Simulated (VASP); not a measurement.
A run of VASP 6.6.1:

The input INCAR:

```
SYSTEM = Y
PREC = Accurate
ENCUT = 520
EDIFF = 1E-7
ISMEAR = -1
SIGMA = 0.05
LREAL = .False.
LASPH = .True.
NELM = 100
ALGO = Normal
ISIF = 2
LWAVE = .False.
LCHARG = .False.
GGA = PE
NBANDS = 48
```

The input KPOINTS:

```
regular mesh
0
Gamma
  3 3 3
  0 0 0
```

POSCAR

```
Y
1.0
    0.0000000000      5.0042020000      5.0042020000
    5.0042020000      0.0000000000      5.0042020000
    5.0042020000      5.0042020000      0.0000000000
Y
7
Direct
    0.0611088441     -0.0051978317     -0.0591101239
   -0.0615362849     -0.0036859024      0.5019975213
   -0.0007545659      0.4950609508      0.3613227444
    0.4975329733      0.0007035088      0.0618603126
    0.5003326205     -0.0028161333      0.5012290671
    0.6434477465      0.4979963838      0.0016187396
    0.3586779670      0.4985937818      0.6407994721
```

Potentials or basis: VASP PAW PBE potentials, release 64 (Y_sv).

Run with:

```bash
$ cat potpaw_PBE.64/Y_sv/POTCAR > POTCAR
$ mpirun -np 1 vasp_std > vasp.out
```

Hardware: 1 thread of Intel Xeon 8259CL, on a shared host.

Q: Estimate the wall time of this run.

A: It took 9.2 min on 1 thread of Intel Xeon 8259CL (shared host), peak memory 0.46 GiB. Counts: scf iterations 16, k points 14.
